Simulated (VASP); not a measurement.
# Be12Si: single point with PBE

Slab: Be12Si, a slab with vacuum.

```
Be Si
1.0
     4.58000    0.00000    0.00000
     2.29000    3.96640    0.00000
     0.00000    0.00000   16.58843
Be Si
12 1
Direct
  0.00000 0.00000 0.06028
  0.50000 0.00000 0.06028
  0.00000 0.50000 0.06028
  0.50000 0.50000 0.06028
  0.82529 0.33296 0.16924
  0.34173 0.33302 0.16923
  0.83276 0.83452 0.16557
  0.33421 0.83175 0.17232
  0.99511 0.99903 0.28001
  0.50597 0.99894 0.28008
  0.00240 0.49493 0.26887
  0.49401 0.51177 0.28893
  0.88825 0.72505 0.38854
```

| Property | Result |
| --- | --- |
| Program | VASP 6.6.1 |
| Task | single point |
| Functional | PBE |
| Potentials or basis | VASP PAW PBE potentials, release 64 (Be, Si) |
| Cutoff | 520 eV |
| k mesh | 6 × 6 × 1 |
| Occupations | gaussian, width 0.15 eV |
| Spin | no spin polarisation |
| Dipole correction | no |
| Further INCAR settings | ALGO = Normal; EDIFF = 1e-06; NBANDS = 26 |

```yaml
Largest_force: 0.345 eV/Å
```

Forces on the atoms (eV/Å):
```
Be   0.241  0.128 -0.011
Be  -0.241  0.127 -0.010
Be  -0.001 -0.270 -0.215
Be   0.002  0.015  0.213
Be   0.002  0.001  0.003
Be  -0.003 -0.001  0.003
Be   0.000  0.000  0.003
Be  -0.001  0.002  0.000
Be  -0.001  0.001  0.003
Be   0.000  0.002  0.004
Be   0.002 -0.004  0.005
Be  -0.001 -0.002  0.007
Si   0.001  0.002 -0.005
```

Levels at points of the mesh, in eV from the Fermi level:
| k point | band 12 | band 13 | band 14 | band 15 | band 16 | band 17 |
| --- | --- | --- | --- | --- | --- | --- |
| (0.00, 0.00, 0.00) | -1.87 | -1.81 | -1.43 | -0.07 | 0.54 | 2.07 |
| (0.50, 0.00, 0.00) | -0.72 | -0.59 | -0.18 | 0.31 | 1.60 | 2.57 |
| (0.50, 0.50, 0.00) | -0.72 | -0.59 | -0.18 | 0.31 | 1.60 | 2.57 |
| (0.00, 0.50, 0.00) | -0.67 | -0.54 | -0.25 | 0.28 | 1.64 | 2.46 |

It took 5.7 min on 1 thread of Intel(R) Xeon(R) Platinum 8488C (Sapphire Rapids) (shared host), peak memory 0.45 GiB.
